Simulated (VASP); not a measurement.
Crystal: RbCl.

```
Rb Cl
1.0
     0.00000    3.27400    3.27400
     3.27400    0.00000    3.27400
     3.27400    3.27400    0.00000
Rb Cl
1 1
Direct
  0.00000 0.00000 0.00000
  0.50000 0.50000 0.50000
```

* Program: VASP 6.6.1
* Task: relaxation of cell and atoms
* Functional: RPBE
* Potentials or basis: VASP PAW PBE potentials, release 64 (Rb_sv, Cl)
* Cutoff: 500 eV
* k mesh: 6 × 6 × 6
* Occupations: gaussian, width 0.01 eV
* Spin: no spin polarisation

At the start: pressure 2.6 GPa; volume 35.09 Å³/atom.

How do energy, volume and symmetry change on relaxing?

Over 4 steps the energy falls by 43.2 meV/atom and the volume is 41.15 Å³/atom (+17.2 %); space group Fm-3m (No. 225, to 0.1 Å) before and after.

Step by step:
| step | energy change (eV) | largest force (eV/Å) | pressure (GPa) | volume (Å³) |
| --- | --- | --- | --- | --- |
| 1 | 0.0000 | 0.0000 | 2.64 | 70.19 |
| 2 | -0.0673 | 0.0000 | 1.06 | 76.22 |
| 3 | -0.0856 | 0.0000 | 0.19 | 81.10 |
| 4 | -0.0864 | 0.0000 | 0.02 | 82.29 |

Final structure:
```yaml
crystal:
  lattice:
    - [0.00000, 3.45235, 3.45235]
    - [3.45235, 0.00000, 3.45235]
    - [3.45235, 3.45235, 0.00000]
  atoms:
    - { symbol: Rb, position: [0.00000, 0.00000, 0.00000] }
    - { symbol: Cl, position: [0.50000, 0.50000, 0.50000] }
```

Caveat: the volume moved by over 15 % at a fixed basis, so the end points are rough; the PAW data sets were made with another functional, which shifts forces and pressure a little.
